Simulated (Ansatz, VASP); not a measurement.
**Two plane-wave programs on Li2O**

The input INCAR:

```
PREC = Accurate ; ENCUT = 750
EDIFF = 1E-6 ; ISMEAR = 0
SIGMA = 0.01 ; LREAL = F
LASPH = T ; NELM = 120
ALGO = Normal ; ISIF = 2
LWAVE = F ; LCHARG = T
GGA = PE ; LELF = T
LVHAR = T ; NBANDS = 13
GGA_COMPAT = F
```

The input KPOINTS:

```
Automatic mesh
0
Gamma
  8 8 8
```

POSCAR

```
Li2O
1.0
    0.0000000000      2.2892307799      2.2892307799
    2.2892307799      0.0000000000      2.2892307799
    2.2892307799      2.2892307799      0.0000000000
O Li
1 2
Direct
    0.0000000000      0.0000000000      0.0000000000
    0.2500000000      0.2500000000      0.2500000000
    0.7500000000      0.7500000000      0.7500000000
```

Input for Ansatz:

```yaml
crystal:
  lattice:
    - [0.0, 2.2892307799, 2.2892307799]
    - [2.2892307799, 0.0, 2.2892307799]
    - [2.2892307799, 2.2892307799, 0.0]
  atoms:
    - { symbol: O, position: [0.0, 0.0, 0.0] }
    - { symbol: Li, position: [0.25, 0.25, 0.25] }
    - { symbol: Li, position: [0.75, 0.75, 0.75] }
kpoints:
  mp_grid: { grid: [8, 8, 8] }
hamiltonian:
  xc: pbe
scf:
  occupations: { method: fixed }
  n_extra_bands: 4
output:
  forces: true
  stress: true
  eigenvalues: true
```

Alike in both runs: task single point; functional PBE; k mesh 8 × 8 × 8; no spin polarisation.

```csv
,VASP,Ansatz
version,VASP 6.6.1,Ansatz 0.2.0
potentials or method,"VASP PAW PBE potentials, release 64 (O, Li_sv)","plane waves, PAW"
plane-wave cutoff (eV),750,420
occupations,"gaussian, width 0.01 eV",fixed
valence electrons in the cell,12,12
```

VASP gave:

- gap on the k mesh at the Fermi level (eV): 5.03
- pressure (GPa): 2.3

**Question.** Which values does Ansatz return?

**Answer.** gap on the k mesh at the Fermi level (eV): 5.04; pressure (GPa): 2.6.
